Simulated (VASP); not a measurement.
**Lu: electric field gradients with PBE**

Lu:

```
Lu
1.0
     3.51805    0.00000    0.00000
    -1.75903    3.04672    0.00000
     0.00000    0.00000    5.44608
Lu
2
Cartesian
  0.0000 2.0311 1.3615
  1.7590 1.0156 4.0846
```

```json
{
  "Program": "VASP 6.6.1",
  "Task": "electric field gradients",
  "Functional": "PBE",
  "Potentials or basis": "VASP PAW PBE potentials, release 64 (Lu)",
  "Cutoff": "520 eV",
  "k mesh": "12 × 12 × 7",
  "Occupations": "fermi-dirac, width 0.03 eV",
  "Spin": "non-collinear spin, zero start, spin-orbit coupling",
  "Starting moments": "[[0.0, 0.0, 0.0], [0.0, 0.0, 0.0]] μB",
  "Dipole correction": "no",
  "Further INCAR settings": "ALGO = Normal; EDIFF = 1e-08; NBANDS = 62"
}
```

The pressure is -0.3 GPa. The net moment is 0.00 μB per cell and the valence electrons inside the program's atomic spheres are Lu 23.14.

Stress tensor (GPa, compression positive):
```
-0.45  0.00  0.00
 0.00 -0.45  0.00
 0.00  0.00 -0.03
```

Moments on the atoms (μB; x, y, z):
```
Lu  0.00 0.00 0.00
Lu  0.00 0.00 0.00
```

Electric field gradients, principal values (V/Å²):
| atom | least | middle | greatest (by size) |
| --- | --- | --- | --- |
| 1 Lu | -39.579 | -39.580 | 79.159 |
| 2 Lu | -39.579 | -39.580 | 79.159 |

Run time: 4.1 min on 4 MPI ranks on Intel(R) Xeon(R) Platinum 8488C (Sapphire Rapids) (shared host), peak memory 0.57 GiB a rank.

Caveat: without QUAD_EFG the Cq values of the log hold for a quadrupole moment of 1 mb, not for the nuclei.
